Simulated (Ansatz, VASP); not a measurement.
**HC12 in VASP and in Ansatz**

File INCAR:

```
ALGO     = Normal         # electronic algorithm
DIPOL    = 0.5 0.5 0.298
EDIFF    = 1E-6           # SCF threshold, eV
ENCUT    = 520            # plane-wave cutoff, eV
GGA      = PE             # functional
IDIPOL   = 3            
ISIF     = 2              # what is computed and relaxed
ISMEAR   = 0              # smearing method
LASPH    = True           # aspherical terms in the spheres
LCHARG   = False          # write CHGCAR
LDIPOL   = True         
LREAL    = Auto         
LWAVE    = False          # write WAVECAR
NBANDS   = 68             # bands
NELM     = 100            # most SCF steps
PREC     = Accurate       # precision mode
SIGMA    = 0.05           # smearing width, eV
```

KPOINTS

```
k-points
0
Gamma
  5 5 1
```

Contents of POSCAR:

```
HC12
1.0
    5.0509324483      0.0000000000      0.0000000000
    0.0000000000      5.0509324483      0.0000000000
    0.0000000000      0.0000000000     22.3754933530
C H
24 2
Direct
    0.0000000000      0.2500000000      0.1787670080
    0.0000000000      0.7500000000      0.1787670080
    0.5000000000      0.2500000000      0.1787670080
    0.5000000000      0.7500000000      0.1787670080
    0.0000000000      0.0000000000      0.2186716990
    0.0000000000      0.5000000000      0.2186716990
    0.5000000000      0.0000000000      0.2186716990
    0.5000000000      0.5000000000      0.2186716990
    0.2500000000      0.0000000000      0.2585763899
    0.2500000000      0.5000000000      0.2585763899
    0.7500000000      0.0000000000      0.2585763899
    0.7500000000      0.5000000000      0.2585763899
    0.2500000000      0.2500000000      0.2976014419
    0.2500000000      0.7500000000      0.2976014419
    0.7500000000      0.2500000000      0.2976014419
    0.7500000000      0.7500000000      0.2976014419
    0.0000000000      0.2500000000      0.3394883053
    0.0000000000      0.7500000000      0.3394883053
    0.5000000000      0.2500000000      0.3394883053
    0.5000000000      0.7500000000      0.3394883053
    0.0000000000      0.0000000000      0.3743154719
    0.0000000000      0.5000000000      0.3743154719
    0.5000000000      0.0000000000      0.3743154719
    0.5000000000      0.5000000000      0.3743154719
    0.9356554451      0.3750000000      0.5352057791
    1.0643445549      0.3750000000      0.5352057791
```

Input for Ansatz:

```yaml
crystal:
  lattice:
    - [5.0509324483, 0.0, 0.0]
    - [0.0, 5.0509324483, 0.0]
    - [0.0, 0.0, 22.375493353]
  atoms:
    - { symbol: C, position: [0.0, 0.25, 0.178767008] }
    - { symbol: C, position: [0.0, 0.75, 0.178767008] }
    - { symbol: C, position: [0.5, 0.25, 0.178767008] }
    - { symbol: C, position: [0.5, 0.75, 0.178767008] }
    - { symbol: C, position: [0.0, 0.0, 0.218671699] }
    - { symbol: C, position: [0.0, 0.5, 0.218671699] }
    - { symbol: C, position: [0.5, 0.0, 0.218671699] }
    - { symbol: C, position: [0.5, 0.5, 0.218671699] }
    - { symbol: C, position: [0.25, 0.0, 0.2585763899] }
    - { symbol: C, position: [0.25, 0.5, 0.2585763899] }
    - { symbol: C, position: [0.75, 0.0, 0.2585763899] }
    - { symbol: C, position: [0.75, 0.5, 0.2585763899] }
    - { symbol: C, position: [0.25, 0.25, 0.2976014419] }
    - { symbol: C, position: [0.25, 0.75, 0.2976014419] }
    - { symbol: C, position: [0.75, 0.25, 0.2976014419] }
    - { symbol: C, position: [0.75, 0.75, 0.2976014419] }
    - { symbol: C, position: [0.0, 0.25, 0.3394883053] }
    - { symbol: C, position: [0.0, 0.75, 0.3394883053] }
    - { symbol: C, position: [0.5, 0.25, 0.3394883053] }
    - { symbol: C, position: [0.5, 0.75, 0.3394883053] }
    - { symbol: C, position: [0.0, 0.0, 0.3743154719] }
    - { symbol: C, position: [0.0, 0.5, 0.3743154719] }
    - { symbol: C, position: [0.5, 0.0, 0.3743154719] }
    - { symbol: C, position: [0.5, 0.5, 0.3743154719] }
    - { symbol: H, position: [0.9356554451, 0.375, 0.5352057791] }
    - { symbol: H, position: [1.0643445549, 0.375, 0.5352057791] }
basis:
  ecutwfc: 420
kpoints:
  mp_grid: { grid: [5, 5, 1] }
hamiltonian:
  xc: pbe
  pseudopotentials: { kind: paw, azcp: { folder: soft_1 } }
scf:
  occupations: { method: gaussian, width: 0.05 }
output:
  forces: true
  eigenvalues: true
efield:
  axis: 3
  dipole_correction: true
  ramp_width: 0.04
```

Alike in both runs: task single point; functional PBE; k mesh 5 × 5 × 1; occupations gaussian, width 0.05 eV; no spin polarisation.

|  | VASP | Ansatz |
| --- | --- | --- |
| version | VASP 6.6.1 | Ansatz 0.2.0 |
| potentials or method | VASP PAW PBE potentials, release 64 (C, H), cutoff 520 eV | scalar-relativistic, plane waves, PAW |
| valence electrons in the cell | 98 | 98 |

|  | VASP | Ansatz | Ansatz less VASP |
| --- | --- | --- | --- |
| gap on the k mesh at the Fermi level (eV) | none | none | - |
| rms of the force components (eV/Å) | 1.105 | 1.105 | -0.0004 |

Atom by atom the forces differ by 0.014 eV/Å (rms over components). A gap of «none» marks a metal or a gap that the smearing closes. With one functional, cell and mesh, what is left measures potentials, basis and numerics.
